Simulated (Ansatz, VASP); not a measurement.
**Ti in VASP and in Ansatz**

The input INCAR:

```
PREC = Accurate ; ENCUT = 520
EDIFF = 1E-6 ; ISMEAR = 0
SIGMA = 0.15 ; LREAL = F
LASPH = T ; NELM = 60
ALGO = Normal ; ISIF = 2
LWAVE = F ; LCHARG = F
GGA = PS ; NBANDS = 12
```

File KPOINTS:

```
Automatic mesh
0
Gamma
  10 10 10
```

File POSCAR:

```
Ti
1.0
    0.0000000000      1.9691000000      2.0300000000
    1.9691000000      0.0000000000      2.0300000000
    1.9691000000      1.9691000000      0.0000000000
Ti
1
Direct
    0.0000000000      0.0000000000      0.0000000000
```

Input for Ansatz:

```yaml
crystal:
  lattice:
    - [0.0, 1.9691, 2.03]
    - [1.9691, 0.0, 2.03]
    - [1.9691, 1.9691, 0.0]
  atoms:
    - { symbol: Ti, position: [0.0, 0.0, 0.0] }
basis:
  ecutwfc: 420
kpoints:
  mp_grid: { grid: [10, 10, 10] }
hamiltonian:
  xc: pbesol
scf:
  occupations: { method: gaussian, width: 0.15 }
output:
  forces: true
  stress: true
  eigenvalues: true
```

Change from the starting cell: strain -0.030 along x and y, +0.000 along z, atoms carried along.

Alike in both runs: task single point; functional PBEsol; k mesh 10 × 10 × 10; occupations gaussian, width 0.15 eV; no spin polarisation.

```csv
,VASP,Ansatz
version,VASP 6.6.1,Ansatz 0.2.0
potentials or method,"VASP PAW PBE potentials, release 64 (Ti_sv), cutoff 520 eV","scalar-relativistic, plane waves, PAW"
valence electrons in the cell,12,12
```

|  | VASP | Ansatz | Ansatz less VASP |
| --- | --- | --- | --- |
| gap on the k mesh at the Fermi level (eV) | none | none | - |
| pressure (GPa) | 7.0 | 7.3 | +0.37 |
| traceless stress, the component that is largest in VASP (GPa) | -0.87 | -0.86 | +0.009 |

VASP's potentials were made for PBE, not for PBEsol. A gap of «none» marks a metal or a gap that the smearing closes.
